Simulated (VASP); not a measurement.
Write the native input for VASP 6.6.1 that does the following.

```
Task                   : single point
Functional             : r2SCAN
Potentials or basis    : VASP PAW PBE potentials, release 64 (As, Ca_sv, P)
Cutoff                 : 520 eV
k mesh                 : 5 × 5 × 5
Occupations            : fermi-dirac, width 0.05 eV
Spin                   : no spin polarisation
Dipole correction      : no
Further INCAR settings : ALGO = Normal; EDIFF = 1e-06; NBANDS = 28
```

Ca3AsP:

```xyz
5
Lattice="5.3156 0.0000 0.0000 0.0000 5.3156 0.0000 0.0000 0.0000 5.3156" Properties=species:S:1:pos:R:3 pbc="T T T"
As    0.0000    0.0000    0.0000
Ca    2.6578    2.6578    0.0000
Ca    2.6578    0.0000    2.6578
Ca    0.0000    2.6578    2.6578
P     2.6578    2.6578    2.6578
```

These files were run (other wordings do the same):

POSCAR

```
Ca3AsP
1.0
    5.3155840137      0.0000000000      0.0000000000
    0.0000000000      5.3155840137      0.0000000000
    0.0000000000      0.0000000000      5.3155840137
As Ca P
1 3 1
Direct
    0.0000000000      0.0000000000      0.0000000000
    0.5000000000      0.5000000000      0.0000000000
    0.5000000000      0.0000000000      0.5000000000
    0.0000000000      0.5000000000      0.5000000000
    0.5000000000      0.5000000000      0.5000000000
```

INCAR.step1

```
PREC = Accurate
ENCUT = 520
ISMEAR = -1
SIGMA = 0.05
LREAL = F
LASPH = T
NELM = 100
NBANDS = 28
GGA = PE
ALGO = Normal
EDIFF = 1E-4
LWAVE = T
LCHARG = F
```

INCAR.step2

```
PREC = Accurate
ENCUT = 520
EDIFF = 1E-6
ISMEAR = -1
SIGMA = 0.05
LREAL = F
LASPH = T
NELM = 100
ALGO = Normal
ISIF = 2
LWAVE = F
LCHARG = T
METAGGA = R2SCAN
LMIXTAU = T
LELF = T
LVHAR = T
NBANDS = 28
ISTART = 1
```

KPOINTS

```
regular mesh
0
Gamma
  5 5 5
```

Potentials or basis: VASP PAW PBE potentials, release 64 (As, Ca_sv, P).

Command:

```sh
$ cat potpaw_PBE.64/As/POTCAR potpaw_PBE.64/Ca_sv/POTCAR potpaw_PBE.64/P/POTCAR > POTCAR
$ cp INCAR.step1 INCAR
$ mpirun -np 1 vasp_std > vasp.out
$ cp INCAR.step2 INCAR
$ mpirun -np 1 vasp_std > vasp.out
```

Results of the run:

```yaml
Pressure: 0.2 GPa
Band_gap_on_the_k_mesh: 0.71 eV, direct
```

Caveat: the PAW data sets were made with another functional, which shifts forces and pressure a little.

It took 70 s on 1 thread of Intel(R) Xeon(R) 6975P-C (Granite Rapids), on a shared host, peak memory 0.28 GiB.
